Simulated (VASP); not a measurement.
# SnO (P4/nmm) in VASP: further runs

The runs below take SnO through single point, with PBEsol.

Program: VASP 6.6.1. These are calculated values, not measurements. Logs are shortened: lines on timing, memory, paths and dates and some standing lists are left out, and cuts for length are marked.

**1. The cell of the first run**

It takes space group P4/nmm (No. 129, tetragonal). Conventional cell: a = 3.799 Å, b = 3.799 Å, c = 4.841 Å, α = 90.00°, β = 90.00°, γ = 90.00°. Sn (site symmetry 4mm) has 4 O at 2.22 Å within 2.9 Å. Within 2.9 Å of O (site symmetry -4m2) lie 4 Sn at 2.22 Å and 4 O at 2.69 Å.

**2. Single point, PBEsol**

Contents of INCAR:

```
ALGO = Normal
EDIFF = 1E-6
ENCUT = 600
GGA = PS
GGA_COMPAT = False
ISIF = 2
ISMEAR = 0
LASPH = True
LCHARG = False
LREAL = False
LWAVE = False
NBANDS = 28
NELM = 120
PREC = Accurate
SIGMA = 0.01
```

Contents of KPOINTS:

```
k-points
0
Gamma
  4 4 3
```

Contents of POSCAR:

```
SnO
1.0
    3.7986000000      0.0000000000      0.0000000000
    0.0000000000      3.7986000000      0.0000000000
    0.0000000000      0.0000000000      4.8408000000
Sn O
2 2
Direct
    0.5000000000      0.0000000000      0.2369000000
    1.0000000000      0.5000000000      0.7631000000
    1.0000000000      0.0000000000      0.0000000000
    0.5000000000      0.5000000000      0.0000000000
```

Potentials or basis: VASP PAW PBE potentials, release 64 (Sn_d, O).

The run is started by

```
cat potpaw_PBE.64/Sn_d/POTCAR potpaw_PBE.64/O/POTCAR > POTCAR
mpirun -np 1 vasp_std > vasp.out
```

OUTCAR:

```text
EDIFF = 1E-6
   ENCUT = 600
   GGA = PS
   ISIF = 2
   ISMEAR = 0
   LASPH = True
   LREAL = False
   NELM = 120
   PREC = Accurate

 ion  position               nearest neighbor table
   1  0.500  0.000  0.237-   3 2.22   4 2.22   4 2.22   3 2.22   2 3.53   2 3.53   2 3.53   2 3.53
                             2 3.70   2 3.70   2 3.70   2 3.70
   2  0.000  0.500  0.763-   3 2.22   4 2.22   3 2.22   4 2.22   1 3.53   1 3.53   1 3.53   1 3.53
                             1 3.70   1 3.70   1 3.70   1 3.70
   3  0.000  0.000  0.000-   1 2.22   2 2.22   2 2.22   1 2.22
   4  0.500  0.500  0.000-   1 2.22   2 2.22   1 2.22   2 2.22

  LATTYP: Found a simple tetragonal cell.
 ALAT       =     3.7986000000
 C/A-ratio  =     1.2743642395

  Lattice vectors:

 A1 = (   3.7986000000,   0.0000000000,   0.0000000000)
 A2 = (   0.0000000000,   3.7986000000,   0.0000000000)
 A3 = (   0.0000000000,   0.0000000000,   4.8408000000)

Analysis of symmetry for initial positions (statically):
=====================================================================
 Subroutine PRICEL returns:
 Original cell was already a primitive cell.

 Routine SETGRP: Setting up the symmetry group for a
 simple tetragonal supercell.

 Subroutine GETGRP returns: Found 16 space group operations
 (whereof  8 operations were pure point group operations)
 out of a pool of 16 trial point group operations.

The static configuration has the point symmetry D_2d.
 The point group associated with its full space group is D_4h.

Analysis of symmetry for dynamics (positions and initial velocities):
=====================================================================
 Subroutine PRICEL returns:
 Original cell was already a primitive cell.

 Routine SETGRP: Setting up the symmetry group for a
 simple tetragonal supercell.

 Subroutine GETGRP returns: Found 16 space group operations
 (whereof  8 operations were pure point group operations)
 out of a pool of 16 trial point group operations.

The dynamic configuration has the point symmetry D_2d.
 The point group associated with its full space group is D_4h.

 Subroutine INISYM returns: Found 16 space group operations
 (whereof  8 operations are pure point group operations),
 and found     1 'primitive' translations

----------------------------------------------------------------------------------------

                                     Primitive cell
[... 80 lines left out ...]
   ENCUT  =  600.0 eV  44.10 Ry    6.64 a.u.   7.59  7.59  9.67*2*pi/ulx,y,z
   NELM   =    120;   NELMIN=  2; NELMDL= -5     # of ELM steps
   EDIFF  = 0.1E-05   stopping-criterion for ELM
   LREAL  =      F    real-space projection
   EDIFFG = 0.1E-04   stopping-criterion for IOM
   NSW    =      0    number of steps for IOM
   IBRION =     -1    ionic relax: 0-MD 1-quasi-New 2-CG
   NFREE  =      0    steps in history (QN), initial steepest desc. (CG)
   ISIF   =      2    stress and relaxation
   ISYM   =      2    0-nonsym 1-usesym 2-fastsym
   POTIM  = 0.5000    time-step for ionic-motion
   TEBEG  =    0.0;   TEEND  =   0.0 temperature during run
   PSTRESS=    0.0 pullay stress
   NELECT =      40.0000    total number of electrons
   NUPDOWN=      -1.0000    fix difference up-down
   EMIN   =  10.00;   EMAX   =-10.00  energy-range for DOS
   EFERMI =   0.00;   METHOD = LEGACY
   ISMEAR =     0;   SIGMA  =   0.01  broadening in eV -4-tet -1-fermi 0-gaus
   EFERMI_NEDOS =   21; number of points for ismear=-14 and -15
   IALGO  =     38    algorithm
   IMIX   =      4    mixing-type and parameters
     AMIX     =   0.40;   BMIX     =  1.00
     AMIX_MAG =   1.60;   BMIX_MAG =  1.00
  volume/ion in A,a.u.               =      17.46       117.84
  Fermi-wavevector in a.u.,A,eV,Ry     =   1.359482  2.569048 25.146163  1.848191
  Thomas-Fermi vector in A             =   2.486226
   LORBIT       =      0    0 simple, 1 ext, 2 COOP (PROOUT), +10 PAW based schemes
   GGA     = PS    functional components
   LHFCALC =     F    Hartree Fock is set to
   AEXX    =    0.0000 exact exchange contribution
   IVDW    =     0    specifies the selected vdW correction
   LEPSILON=     F    determine dielectric tensor
   LRPA    =     F    only Hartree local field effects (RPA)
 non-spin polarized calculation
 Gauss-broadening in eV      SIGMA  =   0.01
  energy-cutoff  :      600.00
  volume of cell :       69.85
 maximum number of plane-waves:      2347
   NGX = 15   NGY = 15   NGZ = 19

 number of electron      40.0000023 magnetization

 Free energy of the ion-electron system (eV)
  ---------------------------------------------------
  ext. energy  EPLUGINS =         0.00000000
  ---------------------------------------------------
  free energy    TOTEN  =       -24.20307239 eV

  energy without entropy =      -24.20307207  energy(sigma->0) =      -24.20307223

 E-fermi :   7.0879     XC(G=0): -10.4949

 val. band max:        7.0621262634   @ k =   0.0000   0.0000   0.0000
 cond. band min:       7.1148611168   @ k =   0.5000   0.5000   0.0000
 fundamental gap:      0.0527348534
 Fermi energy:         7.0878760707

 k-point     1 :       0.0000    0.0000    0.0000
  band No.  band energies     occupation
      1     -14.8769      2.00000
      2     -14.4112      2.00000
      3     -14.4112      2.00000
      4     -14.4075      2.00000
      5     -14.3590      2.00000
      6     -14.3543      2.00000
[... 361 lines left out ...]
     27      16.2587      0.00000
     28      16.2587      0.00000

------------------------ aborting loop because EDIFF is reached ----------------------------------------

  FORCE on cell =-STRESS in cart. coord.  units (eV):
  Direction    XX          YY          ZZ          XY          YZ          ZX
  --------------------------------------------------------------------------------------
  -------------------------------------------------------------------------------------
  Total        0.4387290      0.4387290      0.2373396      0.0000000      0.0000000      0.0000000
  in kB       10.0633514     10.0633514      5.4439795      0.0000000      0.0000000      0.0000000
  external PRESSURE =       8.5235607 kB  Pullay stress =       0.0000000 kB

 VOLUME and BASIS-vectors are now :
 -----------------------------------------------------------------------------
  energy-cutoff  :      600.00
  volume of cell :       69.85
      direct lattice vectors                 reciprocal lattice vectors
     3.798600000  0.000000000  0.000000000     0.263254883  0.000000000  0.000000000
     0.000000000  3.798600000  0.000000000     0.000000000  0.263254883  0.000000000
     0.000000000  0.000000000  4.840800000     0.000000000  0.000000000  0.206577425

 POSITION                                       TOTAL-FORCE (eV/Angst)
 -----------------------------------------------------------------------------------
      1.89930      0.00000      1.14679        -0.000000      0.000000      0.290170
      0.00000      1.89930      3.69401         0.000000      0.000000     -0.290170
      0.00000      0.00000      0.00000         0.000000      0.000000      0.000000
      1.89930      1.89930      0.00000         0.000000     -0.000000      0.000000
 -----------------------------------------------------------------------------------
    total drift:                                0.000000      0.000000      0.000000

  FREE ENERGIE OF THE ION-ELECTRON SYSTEM (eV)
  ---------------------------------------------------
  free  energy   TOTEN  =       -24.2030723889 eV

  energy  without entropy=      -24.2030720721  energy(sigma->0) =      -24.20307223
```

Wall time 24 s (1 thread of Intel Xeon 6975P-C (Granite Rapids), shared host); peak memory 0.18 GiB.

Results:

```yaml
Free_energy: -24.2031 eV
Pressure: 0.9 GPa
Largest_force: 0.290 eV/Å
Band_gap_on_the_k_mesh: 0.05 eV (least direct gap 1.92 eV)
```

Forces in eV/Å, atoms in the order of the input:
```
Sn   0.000  0.000  0.290
Sn   0.000  0.000 -0.290
O    0.000  0.000  0.000
O    0.000  0.000  0.000
```

Stress tensor (GPa, compression positive):
```
1.01 0.00 0.00
0.00 1.01 0.00
0.00 0.00 0.54
```

Levels at points of the mesh, in eV from the valence-band top:
```tsv
k point	band 17	band 18	band 19	band 20	band 21	band 22	band 23	band 24
(0.00, 0.00, 0.00)	-3.54	-3.24	-3.24	0.00	2.04	4.24	4.71	4.71
(0.50, 0.00, 0.00)	-4.94	-4.94	-2.72	-2.72	3.16	3.16	5.92	5.92
(0.50, 0.50, 0.00)	-2.56	-2.56	-1.87	-1.87	0.05	0.05	4.37	4.37
```

Caveat: the k points lie up to 0.43 Å⁻¹ apart; semilocal functionals underestimate gaps, and a narrow one can read as zero; the PAW data sets were made with another functional, which shifts forces and pressure a little; spin-orbit coupling is left out, which moves the levels of the heavy elements. A k mesh can miss the band edges.

**3. Single point, PBEsol**

Contents of INCAR:

```
SYSTEM = SnO
PREC = Accurate ; ENCUT = 600
EDIFF = 1E-6 ; ISMEAR = 0
SIGMA = 0.01 ; LREAL = .False.
LASPH = .True. ; NELM = 120
ALGO = Normal ; ISIF = 2
LWAVE = .False. ; LCHARG = .True.
GGA = PS ; LELF = .True.
LVHAR = .True. ; NBANDS = 28
GGA_COMPAT = .False.
```

Contents of KPOINTS:

```
regular mesh
0
Gamma
  5 5 4
  0 0 0
```

POSCAR is that of step 2.

Potentials or basis: VASP PAW PBE potentials, release 64 (Sn_d, O).

The run is started by

```
cat potpaw_PBE.64/Sn_d/POTCAR potpaw_PBE.64/O/POTCAR > POTCAR
mpirun -np 1 vasp_std > vasp.out
```

OUTCAR:

```text
SYSTEM = SnO
   PREC = Accurate
   ENCUT = 600
   EDIFF = 1E-6
   ISMEAR = 0
   LREAL = .False.
   LASPH = .True.
   NELM = 120
   ISIF = 2
   GGA = PS

 ion  position               nearest neighbor table
   1  0.500  0.000  0.237-   3 2.22   4 2.22   4 2.22   3 2.22   2 3.53   2 3.53   2 3.53   2 3.53
                             2 3.70   2 3.70   2 3.70   2 3.70
   2  0.000  0.500  0.763-   3 2.22   4 2.22   3 2.22   4 2.22   1 3.53   1 3.53   1 3.53   1 3.53
                             1 3.70   1 3.70   1 3.70   1 3.70
   3  0.000  0.000  0.000-   1 2.22   2 2.22   2 2.22   1 2.22
   4  0.500  0.500  0.000-   1 2.22   2 2.22   1 2.22   2 2.22

  LATTYP: Found a simple tetragonal cell.
 ALAT       =     3.7986000000
 C/A-ratio  =     1.2743642395

  Lattice vectors:

 A1 = (   3.7986000000,   0.0000000000,   0.0000000000)
 A2 = (   0.0000000000,   3.7986000000,   0.0000000000)
 A3 = (   0.0000000000,   0.0000000000,   4.8408000000)

Analysis of symmetry for initial positions (statically):
=====================================================================
 Subroutine PRICEL returns:
 Original cell was already a primitive cell.

 Routine SETGRP: Setting up the symmetry group for a
 simple tetragonal supercell.

 Subroutine GETGRP returns: Found 16 space group operations
 (whereof  8 operations were pure point group operations)
 out of a pool of 16 trial point group operations.

The static configuration has the point symmetry D_2d.
 The point group associated with its full space group is D_4h.

Analysis of symmetry for dynamics (positions and initial velocities):
=====================================================================
 Subroutine PRICEL returns:
 Original cell was already a primitive cell.

 Routine SETGRP: Setting up the symmetry group for a
 simple tetragonal supercell.

 Subroutine GETGRP returns: Found 16 space group operations
 (whereof  8 operations were pure point group operations)
 out of a pool of 16 trial point group operations.

The dynamic configuration has the point symmetry D_2d.
 The point group associated with its full space group is D_4h.

[... 116 lines left out ...]
  volume/ion in A,a.u.               =      17.46       117.84
  Fermi-wavevector in a.u.,A,eV,Ry     =   1.359482  2.569048 25.146163  1.848191
  Thomas-Fermi vector in A             =   2.486226
   LORBIT       =      0    0 simple, 1 ext, 2 COOP (PROOUT), +10 PAW based schemes
   GGA     = PS    functional components
   LHFCALC =     F    Hartree Fock is set to
   AEXX    =    0.0000 exact exchange contribution
   IVDW    =     0    specifies the selected vdW correction
   LEPSILON=     F    determine dielectric tensor
   LRPA    =     F    only Hartree local field effects (RPA)
 non-spin polarized calculation
 Gauss-broadening in eV      SIGMA  =   0.01
  energy-cutoff  :      600.00
  volume of cell :       69.85
 maximum number of plane-waves:      2354
 NGX is ok and might be reduce to    30
   NGX = 15   NGY = 15   NGZ = 19

 number of electron      40.0000023 magnetization

 Free energy of the ion-electron system (eV)
  ---------------------------------------------------
  ext. energy  EPLUGINS =         0.00000000
  ---------------------------------------------------
  free energy    TOTEN  =       -24.20994232 eV

  energy without entropy =      -24.20994232  energy(sigma->0) =      -24.20994232

 E-fermi :   7.1750     XC(G=0): -10.4953

 val. band max:        7.0634324507   @ k =   0.0000   0.0000   0.0000
 cond. band min:       7.5359804171   @ k =   0.4000   0.4000   0.0000
 fundamental gap:      0.4725479664
 Fermi energy:         7.1749878261

 k-point     1 :       0.0000    0.0000    0.0000
  band No.  band energies     occupation
      1     -14.8779      2.00000
      2     -14.4136      2.00000
      3     -14.4136      2.00000
      4     -14.4093      2.00000
      5     -14.3609      2.00000
      6     -14.3569      2.00000
[... 547 lines left out ...]
     27      16.9775      0.00000
     28      17.0613      0.00000

------------------------ aborting loop because EDIFF is reached ----------------------------------------

  FORCE on cell =-STRESS in cart. coord.  units (eV):
  Direction    XX          YY          ZZ          XY          YZ          ZX
  --------------------------------------------------------------------------------------
  -------------------------------------------------------------------------------------
  Total        0.4078291      0.4078291      0.2521043      0.0000000     -0.0000000      0.0000000
  in kB        9.3545844      9.3545844      5.7826444      0.0000000     -0.0000000      0.0000000
  external PRESSURE =       8.1639377 kB  Pullay stress =       0.0000000 kB

 VOLUME and BASIS-vectors are now :
 -----------------------------------------------------------------------------
  energy-cutoff  :      600.00
  volume of cell :       69.85
      direct lattice vectors                 reciprocal lattice vectors
     3.798600000  0.000000000  0.000000000     0.263254883  0.000000000  0.000000000
     0.000000000  3.798600000  0.000000000     0.000000000  0.263254883  0.000000000
     0.000000000  0.000000000  4.840800000     0.000000000  0.000000000  0.206577425

 POSITION                                       TOTAL-FORCE (eV/Angst)
 -----------------------------------------------------------------------------------
      1.89930      0.00000      1.14679        -0.000000      0.000000      0.279816
      0.00000      1.89930      3.69401         0.000000      0.000000     -0.279816
      0.00000      0.00000      0.00000         0.000000     -0.000000      0.000000
      1.89930      1.89930      0.00000        -0.000000      0.000000      0.000000
 -----------------------------------------------------------------------------------
    total drift:                                0.000000      0.000000      0.000000

  FREE ENERGIE OF THE ION-ELECTRON SYSTEM (eV)
  ---------------------------------------------------
  free  energy   TOTEN  =       -24.2099423204 eV

  energy  without entropy=      -24.2099423204  energy(sigma->0) =      -24.20994232
```

It took 51 s on 1 thread of Intel Xeon 6975P-C (Granite Rapids), shared host; peak memory 0.19 GiB.

What came out:

```
Free energy            : -24.2099 eV
Pressure               : 0.8 GPa
Largest force          : 0.280 eV/Å
Band gap on the k mesh : 0.47 eV (least direct gap 2.04 eV)
```

Forces in eV/Å, atoms in the order of the input:
```
Sn   0.000  0.000  0.280
Sn   0.000  0.000 -0.280
O    0.000  0.000  0.000
O    0.000  0.000  0.000
```

Caveat: semilocal functionals underestimate gaps, and a narrow one can read as zero; the PAW data sets were made with another functional, which shifts forces and pressure a little; spin-orbit coupling is left out, which moves the levels of the heavy elements.
